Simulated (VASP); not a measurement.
A run of VASP 6.6.1 is set up as follows.

Contents of INCAR:

```
PREC     = Accurate       # precision mode
ENCUT    = 520            # plane-wave cutoff, eV
EDIFF    = 1E-6           # SCF threshold, eV
ISMEAR   = 0              # smearing method
SIGMA    = 0.02           # smearing width, eV
LREAL    = F              # projectors in reciprocal space
LASPH    = T              # aspherical terms in the spheres
NELM     = 60             # most SCF steps
ALGO     = Normal         # electronic algorithm
ISIF     = 2              # what is computed and relaxed
LWAVE    = F              # write WAVECAR
LCHARG   = F              # write CHGCAR
GGA      = PE             # functional
NBANDS   = 16             # bands
```

File KPOINTS:

```
Automatic mesh
0
Gamma
  6 6 4
```

POSCAR

```
MgS
1.0
    2.8486069961      2.8486069961      0.0000000000
   -2.8486069961      2.8486069961      0.0000000000
    0.2417123189      0.2417123189      5.6972139921
Mg S
2 2
Direct
    0.0077867201      0.0000000000     -0.0004543039
    0.5077867201      0.5000000000      0.4995456961
    0.4922132799      0.0000000000      0.2504543039
   -0.0077867201      0.5000000000      0.7504543039
```

Potentials or basis: VASP PAW PBE potentials, release 64 (Mg, S).

The run is started by

```console
$ cat potpaw_PBE.64/Mg/POTCAR potpaw_PBE.64/S/POTCAR > POTCAR
$ mpirun -np 1 vasp_std > vasp.out
```

Q: Estimate the pressure.

A: -0.2 GPa.

Q: Estimate the band gap on the k mesh.

A: 3.15 eV.

Stress tensor (GPa, compression positive):
```
-0.28 -0.13 -1.26
-0.13 -0.28 -1.26
-1.26 -1.26 -0.10
```
